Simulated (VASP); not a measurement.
# SnO (R3m) in VASP: a series of runs

SnO is run at these levels: PBE; tasks: single point.

Program: VASP 6.6.1. These are calculated values, not measurements. Logs are shortened: lines on timing, memory, paths and dates and some standing lists are left out, and cuts for length are marked.

## (1) The cell of the first run

It takes space group R3m (No. 160, trigonal). Conventional cell: a = 3.615 Å, b = 3.615 Å, c = 23.736 Å, α = 90.00°, β = 90.00°, γ = 120.00°. Within 2.6 Å of Sn (site symmetry 3m) lie 1 O at 1.99 Å. Within 2.6 Å of Sn (site symmetry 3m) lie 4 O at 1.95 to 2.15 Å. O (site symmetry 3m) has 2 Sn at 1.95 to 1.99 Å within 2.6 Å. Within 2.8 Å of O (site symmetry 3m) lie 3 Sn at 2.15 Å.

## (2) Single point, PBE

Input file INCAR:

```
SYSTEM = SnO
ALGO = Normal ; EDIFF = 1E-6
ENCUT = 520 ; GGA = PE
ISIF = 2 ; ISMEAR = 0
LASPH = .TRUE. ; LCHARG = .TRUE.
LELF = .TRUE. ; LREAL = .FALSE.
LVHAR = .TRUE. ; LWAVE = .FALSE.
NBANDS = 28 ; NELM = 80
PREC = Accurate ; SIGMA = 0.01
```

Input file KPOINTS:

```
k-points
0
G
  12 12 12
  0 0 0
```

Input file POSCAR:

```
SnO
1.0
    1.8073096540      1.0434507153      7.9119133869
   -1.8073096540      1.0434507153      7.9119133869
    0.0000000000     -2.0869014305      7.9119133869
Sn O
2 2
Direct
    0.9260500509      0.9260500509      0.9260500509
    0.0924173509      0.0924173509      0.0924173509
    0.0100873520      0.0100873520      0.0100873520
    0.7814117863      0.7814117863      0.7814117863
```

Potentials or basis: VASP PAW PBE potentials, release 64 (Sn_d, O).

Run with:

```
> cat potpaw_PBE.64/Sn_d/POTCAR potpaw_PBE.64/O/POTCAR > POTCAR
> mpirun -np 1 vasp_std > vasp.out
```

OUTCAR:

```text
SYSTEM = SnO
   EDIFF = 1E-6
   ENCUT = 520
   GGA = PE
   ISIF = 2
   ISMEAR = 0
   LASPH = .TRUE.
   LREAL = .FALSE.
   NELM = 80
   PREC = Accurate

 ion  position               nearest neighbor table
   1  0.926  0.926  0.926-   3 1.99
   2  0.092  0.092  0.092-   3 1.95   4 2.15   4 2.15   4 2.15
   3  0.010  0.010  0.010-   2 1.95   1 1.99
   4  0.781  0.781  0.781-   2 2.15   2 2.15   2 2.15

  LATTYP: Found a trigonal (rhomboedric) cell.
 ALAT       =     8.1825137349
 COS(alpha) =     0.9024287999

  Lattice vectors:

 A1 = (   1.8073096540,   1.0434507153,   7.9119133869)
 A2 = (  -1.8073096540,   1.0434507153,   7.9119133869)
 A3 = (   0.0000000000,  -2.0869014305,   7.9119133869)

Analysis of symmetry for initial positions (statically):
=====================================================================
 Subroutine PRICEL returns:
 Original cell was already a primitive cell.

 Routine SETGRP: Setting up the symmetry group for a
 trigonal (rhombohedral) supercell.

 Subroutine GETGRP returns: Found  6 space group operations
 (whereof  6 operations were pure point group operations)
 out of a pool of 12 trial point group operations.

The static configuration has the point symmetry C_3v.

Analysis of symmetry for dynamics (positions and initial velocities):
=====================================================================
 Subroutine PRICEL returns:
 Original cell was already a primitive cell.

 Routine SETGRP: Setting up the symmetry group for a
 trigonal (rhombohedral) supercell.

 Subroutine GETGRP returns: Found  6 space group operations
 (whereof  6 operations were pure point group operations)
 out of a pool of 12 trial point group operations.

The dynamic configuration has the point symmetry C_3v.

 Subroutine INISYM returns: Found  6 space group operations
 (whereof  6 operations are pure point group operations),
 and found     1 'primitive' translations

----------------------------------------------------------------------------------------

                                     Primitive cell

  volume of cell :      89.5235

  direct lattice vectors                    reciprocal lattice vectors
     1.807309654  1.043450715  7.911913387     0.276654307  0.159726439  0.042130559
    -1.807309654  1.043450715  7.911913387    -0.276654307  0.159726439  0.042130559
     0.000000000 -2.086901431  7.911913387     0.000000000 -0.319452877  0.042130559

  length of vectors
     8.182513735  8.182513735  8.182513735     0.322219063  0.322219063  0.322219063

  position of ions in fractional coordinates (direct lattice)
     0.926050051  0.926050051  0.926050051
     0.092417351  0.092417351  0.092417351
     0.010087352  0.010087352  0.010087352
     0.781411786  0.781411786  0.781411786

  ion indices of the primitive-cell ions
   primitive index   ion index
                 1           1
                 2           2
                 3           3
                 4           4

----------------------------------------------------------------------------------------

 KPOINTS: k-points

Automatic generation of k-mesh.
 Grid dimensions read from file:
 generate k-points for:   12   12   12

 Generating k-lattice:

  Cartesian coordinates                     Fractional coordinates (reciprocal lattice)
     0.023054526  0.013310537  0.003510880     0.083333333 -0.000000000  0.000000000
    -0.023054526  0.013310537  0.003510880    -0.000000000  0.083333333  0.000000000
     0.000000000 -0.026621073  0.003510880     0.000000000  0.000000000  0.083333333

  Length of vectors
     0.026851589  0.026851589  0.026851589

  Shift w.r.t. Gamma in fractional coordinates (k-lattice)
     0.000000000  0.000000000  0.000000000

 Subroutine IBZKPT returns following result:
 ===========================================

 Found    189 irreducible k-points:

 Following reciprocal coordinates:
            Coordinates               Weight
  0.000000  0.000000  0.000000      1.000000
  0.083333  0.000000  0.000000      6.000000
  0.166667 -0.000000  0.000000      6.000000
  0.250000  0.000000  0.000000      6.000000
  0.333333  0.000000  0.000000      6.000000
  0.416667  0.000000  0.000000      6.000000
[... 16 lines left out ...]
  0.500000  0.166667  0.000000     12.000000
 -0.416667  0.166667  0.000000     12.000000
 [... further k-points ...]
   k-points           NKPTS =    189   k-points in BZ     NKDIM =    189   number of bands    NBANDS=     28
   number of dos      NEDOS =    301   number of ions     NIONS =      4
   total plane-waves  NPLWV = 262144
   dimension x,y,z NGX =    64 NGY =   64 NGZ =   64
   dimension x,y,z NGXF=   128 NGYF=  128 NGZF=  128
   ions per type =               2   2
   NGX,Y,Z   is equivalent  to a cutoff of  13.00, 13.00, 13.00 a.u.
   NGXF,Y,Z  is equivalent  to a cutoff of  26.01, 26.01, 26.01 a.u.
 SYSTEM =  SnO
   PREC   = accura    normal or accurate (medium, high low for compatibility)
   ISTART =      0    job   : 0-new  1-cont  2-samecut
   ICHARG =      2    charge: 1-file 2-atom 10-const
   ISPIN  =      1    spin polarized calculation?
   LNONCOLLINEAR =      F non collinear calculations
   LSORBIT =      F    spin-orbit coupling
   LASPH  =      T    aspherical Exc in radial PAW
   ENCUT  =  520.0 eV  38.22 Ry    6.18 a.u.  15.21 15.21 15.21*2*pi/ulx,y,z
   NELM   =     80;   NELMIN=  2; NELMDL= -5     # of ELM steps
   EDIFF  = 0.1E-05   stopping-criterion for ELM
   LREAL  =      F    real-space projection
   EDIFFG = 0.1E-04   stopping-criterion for IOM
   NSW    =      0    number of steps for IOM
   IBRION =     -1    ionic relax: 0-MD 1-quasi-New 2-CG
   NFREE  =      0    steps in history (QN), initial steepest desc. (CG)
   ISIF   =      2    stress and relaxation
   ISYM   =      2    0-nonsym 1-usesym 2-fastsym
   POTIM  = 0.5000    time-step for ionic-motion
   TEBEG  =    0.0;   TEEND  =   0.0 temperature during run
   PSTRESS=    0.0 pullay stress
   NELECT =      40.0000    total number of electrons
   NUPDOWN=      -1.0000    fix difference up-down
   EMIN   =  10.00;   EMAX   =-10.00  energy-range for DOS
   EFERMI =   0.00;   METHOD = LEGACY
   ISMEAR =     0;   SIGMA  =   0.01  broadening in eV -4-tet -1-fermi 0-gaus
   EFERMI_NEDOS =   21; number of points for ismear=-14 and -15
   IALGO  =     38    algorithm
   IMIX   =      4    mixing-type and parameters
     AMIX     =   0.40;   BMIX     =  1.00
     AMIX_MAG =   1.60;   BMIX_MAG =  1.00
  volume/ion in A,a.u.               =      22.38       151.03
  Fermi-wavevector in a.u.,A,eV,Ry     =   1.251552  2.365091 21.311943  1.566384
  Thomas-Fermi vector in A             =   2.385495
   LORBIT       =      0    0 simple, 1 ext, 2 COOP (PROOUT), +10 PAW based schemes
   GGA     = PE    functional components
   LHFCALC =     F    Hartree Fock is set to
   AEXX    =    0.0000 exact exchange contribution
   IVDW    =     0    specifies the selected vdW correction
   LEPSILON=     F    determine dielectric tensor
   LRPA    =     F    only Hartree local field effects (RPA)
 non-spin polarized calculation
 Gauss-broadening in eV      SIGMA  =   0.01
  energy-cutoff  :      520.00
  volume of cell :       89.52
 maximum number of plane-waves:      2433
 NGX is ok and might be reduce to    64
   NGX = 31   NGY = 31   NGZ = 31

 number of electron      40.0000002 magnetization

 Free energy of the ion-electron system (eV)
  ---------------------------------------------------
  ext. energy  EPLUGINS =         0.00000000
  ---------------------------------------------------
  free energy    TOTEN  =       -21.01169742 eV

  energy without entropy =      -21.01163835  energy(sigma->0) =      -21.01166788

 E-fermi :   4.5359     XC(G=0):  -8.9900

 val. band max:        4.5345502715   @ k =  -0.4167  -0.4167   0.1667
 cond. band min:       4.5423336556   @ k =  -0.1667  -0.3333   0.0833
 fundamental gap:      0.0077833841
 Fermi energy:         4.5358566515

 k-point     1 :       0.0000    0.0000    0.0000
  band No.  band energies     occupation
      1     -17.9868      2.00000
      2     -17.6232      2.00000
      3     -17.6232      2.00000
      4     -17.4244      2.00000
      5     -17.4244      2.00000
      6     -17.0865      2.00000
[... 20 lines left out ...]
     27      11.4869      0.00000
     28      15.1100      0.00000

 k-point     2 :       0.0833    0.0000    0.0000
  band No.  band energies     occupation
      1     -17.9838      2.00000
      2     -17.6368      2.00000
      3     -17.6162      2.00000
      4     -17.4289      2.00000
      5     -17.4250      2.00000
      6     -17.0816      2.00000
[... 20 lines left out ...]
     27      11.7517      0.00000
     28      14.2364      0.00000

 k-point     3 :       0.1667   -0.0000    0.0000
  band No.  band energies     occupation
      1     -17.9771      2.00000
      2     -17.6718      2.00000
      3     -17.5971      2.00000
      4     -17.4398      2.00000
      5     -17.4267      2.00000
      6     -17.0691      2.00000
[... 20 lines left out ...]
     27      12.0724      0.00000
     28      13.3847      0.00000

 k-point     4 :       0.2500    0.0000    0.0000
  band No.  band energies     occupation
      1     -17.9727      2.00000
      2     -17.7129      2.00000
      3     -17.5709      2.00000
      4     -17.4523      2.00000
      5     -17.4289      2.00000
      6     -17.0544      2.00000
[... 20 lines left out ...]
     27      12.2023      0.00000
     28      12.9719      0.00000

 k-point     5 :       0.3333    0.0000    0.0000
  band No.  band energies     occupation
      1     -17.9757      2.00000
      2     -17.7442      2.00000
      3     -17.5448      2.00000
      4     -17.4634      2.00000
      5     -17.4309      2.00000
      6     -17.0417      2.00000
[... 20 lines left out ...]
     27      11.9185      0.00000
     28      12.5404      0.00000

 k-point     6 :       0.4167    0.0000    0.0000
  band No.  band energies     occupation
      1     -17.9838      2.00000
      2     -17.7599      2.00000
      3     -17.5257      2.00000
      4     -17.4709      2.00000
      5     -17.4322      2.00000
      6     -17.0336      2.00000
[... 463 lines left out ...]
      5     -17.4321      2.00000
      6     -17.0469      2.00000
[... 20 lines left out ...]
     27      13.0424      0.00000
     28      13.7101      0.00000

 k-point    22 :       0.4167    0.1667   -0.0000
  band No.  band energies     occupation
      1     -17.9661      2.00000
      2     -17.7578      2.00000
      3     -17.5463      2.00000
      4     -17.4622      2.00000
      5     -17.4359      2.00000
      6     -17.0358      2.00000
[... 20 lines left out ...]
     27      12.5332      0.00000
     28      13.5166      0.00000

 k-point    23 :       0.5000    0.1667    0.0000
  band No.  band energies     occupation
      1     -17.9672      2.00000
      2     -17.7735      2.00000
      3     -17.5350      2.00000
      4     -17.4661      2.00000
      5     -17.4387      2.00000
      6     -17.0284      2.00000
[... 20 lines left out ...]
     27      12.1842      0.00000
     28      13.3270      0.00000

 k-point    24 :      -0.4167    0.1667    0.0000
  band No.  band energies     occupation
      1     -17.9683      2.00000
      2     -17.7784      2.00000
      3     -17.5311      2.00000
      4     -17.4674      2.00000
      5     -17.4397      2.00000
      6     -17.0259      2.00000
[... 20 lines left out ...]
     27      12.1673      0.00000
     28      13.2169      0.00000

 [... further k-points ...]

------------------------ aborting loop because EDIFF is reached ----------------------------------------

  FORCE on cell =-STRESS in cart. coord.  units (eV):
  Direction    XX          YY          ZZ          XY          YZ          ZX
  --------------------------------------------------------------------------------------
  -------------------------------------------------------------------------------------
  Total        0.0664129      0.0664129      0.1666613      0.0000000      0.0000000     -0.0000000
  in kB        1.1885733      1.1885733      2.9826901      0.0000000      0.0000000     -0.0000000
  external PRESSURE =       1.7866122 kB  Pullay stress =       0.0000000 kB

 VOLUME and BASIS-vectors are now :
 -----------------------------------------------------------------------------
  energy-cutoff  :      520.00
  volume of cell :       89.52
      direct lattice vectors                 reciprocal lattice vectors
     1.807309654  1.043450715  7.911913387     0.276654307  0.159726439  0.042130559
    -1.807309654  1.043450715  7.911913387    -0.276654307  0.159726439  0.042130559
     0.000000000 -2.086901431  7.911913387     0.000000000 -0.319452877  0.042130559

 POSITION                                       TOTAL-FORCE (eV/Angst)
 -----------------------------------------------------------------------------------
      0.00000      0.00000     21.98048         0.000000     -0.000000     -0.044058
      0.00000      0.00000      2.19359         0.000000      0.000000      0.040342
      0.00000      0.00000      0.23943         0.000000     -0.000000     -0.019277
      0.00000      0.00000     18.54739         0.000000      0.000000      0.022993
 -----------------------------------------------------------------------------------
    total drift:                                0.000000      0.000000     -0.000291

  FREE ENERGIE OF THE ION-ELECTRON SYSTEM (eV)
  ---------------------------------------------------
  free  energy   TOTEN  =       -21.0116974239 eV

  energy  without entropy=      -21.0116383454  energy(sigma->0) =      -21.01166788
```

Wall time 59 min (1 thread of Intel Xeon 8259CL, shared host); peak memory 0.78 GiB.

What came out:

| Item | Value |
| --- | --- |
| Free energy | -21.0117 eV |
| Pressure | 0.2 GPa |
| Largest force | 0.044 eV/Å |
| Band gap on the k mesh | zero (bands 20 and 21 overlap by 0.33 eV) |

Forces on the atoms (eV/Å):
```
Sn   0.000  0.000 -0.044
Sn   0.000  0.000  0.040
O    0.000  0.000 -0.019
O    0.000  0.000  0.023
```

Caveat: semilocal functionals underestimate gaps, and a narrow one can read as zero; spin-orbit coupling is left out, which moves the levels of the heavy elements.

## (3) Single point, PBE

Input file INCAR:

```
SYSTEM = SnO
ALGO = Normal ; EDIFF = 1E-7
ENCUT = 520 ; GGA = PE
ISIF = 2 ; ISMEAR = 0
LASPH = .True. ; LCHARG = .False.
LREAL = .False. ; LWAVE = .False.
NBANDS = 28 ; NELM = 80
PREC = Accurate ; SIGMA = 0.1
```

Input file KPOINTS:

```
k-points
0
Gamma
  12 12 12
  0 0 0
```

POSCAR is that of step 2.

Potentials or basis: VASP PAW PBE potentials, release 64 (Sn_d, O).

Run with:

```
> cat potpaw_PBE.64/Sn_d/POTCAR potpaw_PBE.64/O/POTCAR > POTCAR
> mpirun -np 1 vasp_std > vasp.out
```

Run time: 59 min. Hardware: 1 thread of Intel Xeon 8259CL, shared host; peak memory 0.81 GiB.

Results (log left out):

* Free energy: -21.0141 eV
* Pressure: 0.2 GPa
* Largest force: 0.043 eV/Å
* Band gap on the k mesh: zero (bands 20 and 21 overlap by 0.33 eV)

Forces on the atoms (eV/Å):
```
Sn   0.000  0.000 -0.043
Sn   0.000  0.000  0.038
O    0.000  0.000 -0.018
O    0.000  0.000  0.024
```

Stress tensor (GPa, compression positive):
```
0.12 0.00 0.00
0.00 0.12 0.00
0.00 0.00 0.31
```

Levels at points of the mesh, in eV from the Fermi level:
```
           k point  band 18  band 19  band 20  band 21  band 22  band 23
(0.00, 0.00, 0.00)    -2.41    -2.33    -2.33     1.55     5.48     5.71
(0.50, 0.00, 0.00)    -3.34    -2.52    -1.50     0.48     2.52     3.71
(0.50, 0.50, 0.00)    -2.91    -2.52    -1.42     0.11     2.73     3.71
(0.50, 0.50, 0.50)    -3.06    -2.32    -2.32     2.35     4.22     5.69
```

Caveat: semilocal functionals underestimate gaps, and a narrow one can read as zero; spin-orbit coupling is left out, which moves the levels of the heavy elements.
